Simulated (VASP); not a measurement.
Runs of VASP 6.6.1 on Pb. The structure is that of space group Fd-3m (No. 227), or close to it. The cells are those of the table. 

```csv
task,cell,cutoff (eV),k mesh for the DOS,occupations for the DOS,gap on the mesh (eV),pressure (GPa)
single point,"a = 4.994 Å, angles 60.0°, 2 atoms",520,-,-,none,0.0
single point,"a = 3.963 Å, angles 60.0°, 2 atoms",520,-,-,none,(a)
single point,"a = 3.679 Å, angles 60.0°, 2 atoms",520,-,-,none,(b)
single point,"a = 4.821 Å, angles 60.0°, 2 atoms",520,-,-,none,3.3
single point,"a = 4.636 Å, angles 60.0°, 2 atoms",520,-,-,none,9.5
single point,"a = 4.434 Å, angles 60.0°, 2 atoms",520,-,-,none,21.1
relaxation of cell and atoms,"relaxed from a = 4.832 Å, angles 60.0°, 2 atoms",600,-,-,none,0.0
```

Alike in all rows: level PBE; potentials or basis VASP PAW PBE potentials, release 64 (Pb_d); no spin polarisation; k mesh 11 × 11 × 11; smearing fermi-dirac 0.1 eV.

Fill in the values left out.

(a) 94.4; (b) 218.3.

Caveats: spin-orbit coupling is left out, which moves the levels of the heavy elements.

A k mesh can miss the band edges, and the runs leave out spin-orbit coupling on Pb.

A gap of «none» marks levels without a gap at the run's occupations.
